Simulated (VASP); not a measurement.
Input of a VASP 6.6.1 run:

File INCAR:

```
ALGO     = Normal         # electronic algorithm
EDIFF    = 1E-6           # SCF threshold, eV
ENCUT    = 520            # plane-wave cutoff, eV
GGA      = PE             # functional
ISIF     = 2              # what is computed and relaxed
ISMEAR   = 0              # smearing method
LASPH    = T              # aspherical terms in the spheres
LCHARG   = F              # write CHGCAR
LREAL    = F              # projectors in reciprocal space
LWAVE    = F              # write WAVECAR
NBANDS   = 29             # bands
NELM     = 100            # most SCF steps
PREC     = Accurate       # precision mode
SIGMA    = 0.1            # smearing width, eV
```

KPOINTS

```
k-points
0
Gamma
  12 12 8
```

File POSCAR:

```
Y2Si3O
1.0
    5.6341709287      0.0000000000      0.0000000000
   -2.8170854644      4.8793351535      0.0000000000
    0.0000000000      0.0000000000      4.8231844031
Y Si O
2 3 1
Direct
    0.3333333333      0.6666666667      0.5000000000
    0.6666666667      0.3333333333      0.5000000000
    0.5000000000      0.0000000000      0.0000000000
    0.0000000000      0.5000000000      0.0000000000
    0.5000000000      0.5000000000      0.0000000000
    0.0000000000      0.0000000000      0.0000000000
```

Potentials or basis: VASP PAW PBE potentials, release 64 (Y_sv, Si, O).

Run with:

```console
$ cat potpaw_PBE.64/Y_sv/POTCAR potpaw_PBE.64/Si/POTCAR potpaw_PBE.64/O/POTCAR > POTCAR
$ mpirun -np 1 vasp_std > vasp.out
```

**Question.** Predict the pressure.

**Answer.** -0.1 GPa.

**Question.** Estimate the band gap on the k mesh.

**Answer.** Zero (band 20 reaches 4.48 eV, above the bottom of band 21 at 3.47 eV).
